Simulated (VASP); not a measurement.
Input of a VASP 6.6.1 run:

File POSCAR:

```
BeTe
1.0
    0.0000000000      2.8286236287      2.7426334704
    2.8286236287      0.0000000000      2.7426334704
    2.8286236287      2.8286236287      0.0000000000
Be Te
1 1
Direct
    0.0000000000      0.0000000000      0.0000000000
    0.2500000000      0.2500000000      0.2500000000
```

INCAR.step1

```
SYSTEM = BeTe
ALGO = Normal
EDIFF = 1E-5
ENCUT = 520
GGA = PE
ISIF = 2
ISMEAR = 0
LASPH = .TRUE.
LCHARG = .FALSE.
LREAL = .FALSE.
LWAVE = .TRUE.
NBANDS = 11
NELM = 100
PREC = Accurate
SIGMA = 0.01
```

Contents of INCAR.step2:

```
SYSTEM = BeTe
ALGO = Normal
EDIFF = 1E-6
ENCUT = 520
GGA = PE
HFSCREEN = 0.2079
ISIF = 2
ISMEAR = 0
ISTART = 1
LASPH = .TRUE.
LCHARG = .FALSE.
LHFCALC = .TRUE.
LREAL = .FALSE.
LWAVE = .FALSE.
NBANDS = 11
NELM = 100
PREC = Accurate
PRECFOCK = Normal
SIGMA = 0.01
```

Contents of KPOINTS:

```
k-points
0
G
  6 6 6
  0 0 0
```

Potentials or basis: VASP PAW PBE potentials, release 64 (Be, Te).

Run with:

```console
$ cat potpaw_PBE.64/Be/POTCAR potpaw_PBE.64/Te/POTCAR > POTCAR
$ cp INCAR.step1 INCAR
$ mpirun -np 1 vasp_std > vasp.out
$ cp INCAR.step2 INCAR
$ mpirun -np 1 vasp_std > vasp.out
```

Q: What does it give for the band gap on the k mesh?

A: 2.34 eV, indirect (least direct gap 4.31 eV).

Q: What does it give for the pressure?

A: 0.9 GPa.

Stress tensor (GPa, compression positive):
```
0.29 0.00 0.00
0.00 0.29 0.00
0.00 0.00 2.22
```

Caveat: the cell differs from its parent crystal (uniaxial z strain -3.0%); the PAW data sets were made with another functional, which shifts forces and pressure a little; spin-orbit coupling is left out, which moves the levels of the heavy elements. A k mesh can miss the band edges.
